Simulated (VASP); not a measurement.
# Be16C (a cell with a defect): single point with PBEsol

Be16C (a cell with a defect):

```
CELL_PARAMETERS angstrom
-2.29000 -3.96640 0.00000
3.43500 -1.98320 0.00000
0.00000 0.00000 7.17686
ATOMIC_POSITIONS crystal
Be 0.74998 0.50030 0.00813
Be 0.50079 0.24856 0.24995
Be 0.75016 0.50022 0.49183
Be 0.49987 0.33064 0.74996
Be 0.49985 0.97581 0.99780
Be 0.19981 0.87097 0.24969
Be 0.50013 0.97594 0.50213
Be 0.24791 0.83597 0.74988
Be 0.24921 0.50062 0.00832
Be 0.99954 0.32899 0.24990
Be 0.24936 0.50079 0.49137
Be 0.00008 0.34475 0.74989
Be 0.99951 0.03144 0.99390
Be 0.80204 0.86740 0.24998
Be 0.99992 0.03140 0.50583
Be 0.75193 0.83572 0.74994
C 0.50043 0.65832 0.24995
```

- Program: VASP 6.6.1
- Task: single point
- Functional: PBEsol
- Potentials or basis: VASP PAW PBE potentials, release 64 (Be, C)
- Cutoff: 520 eV
- k mesh: 5 × 5 × 3
- Occupations: gaussian, width 0.05 eV
- Spin: no spin polarisation

```yaml
Pressure: 7.0 GPa
Largest_force: 0.101 eV/Å
Band_gap_on_the_k_mesh: zero (bands 18 and 19 overlap by 0.54 eV)
```

Forces in eV/Å, atoms in the order of the input:
```
Be  -0.001 -0.015 -0.010
Be  -0.002 -0.010  0.000
Be   0.000 -0.014  0.009
Be  -0.005  0.004 -0.001
Be   0.042 -0.023 -0.043
Be  -0.087  0.051  0.002
Be   0.040 -0.022  0.040
Be  -0.007  0.011  0.000
Be   0.007  0.002 -0.003
Be   0.008 -0.015 -0.001
Be   0.007  0.000  0.002
Be   0.006  0.001  0.000
Be  -0.020  0.007  0.007
Be  -0.025 -0.017  0.002
Be  -0.019  0.007 -0.006
Be  -0.010 -0.001  0.000
C    0.067  0.035  0.001
```

Stress tensor (GPa, compression positive):
```
10.93  2.03 -0.02
 2.03 13.69 -0.04
-0.02 -0.04 -3.73
```

Levels at points of the mesh, in eV from the Fermi level:
```tsv
k point	band 16	band 17	band 18	band 19	band 20	band 21
(0.00, 0.00, 0.00)	-1.33	-0.43	-0.26	0.71	0.73	1.25
```

Run time: 2.5 min on 1 thread of AMD EPYC 9R45 96-Core Processor (Zen 5), on a shared host, peak memory 0.24 GiB.

Caveat: the PAW data sets were made with another functional, which shifts forces and pressure a little.
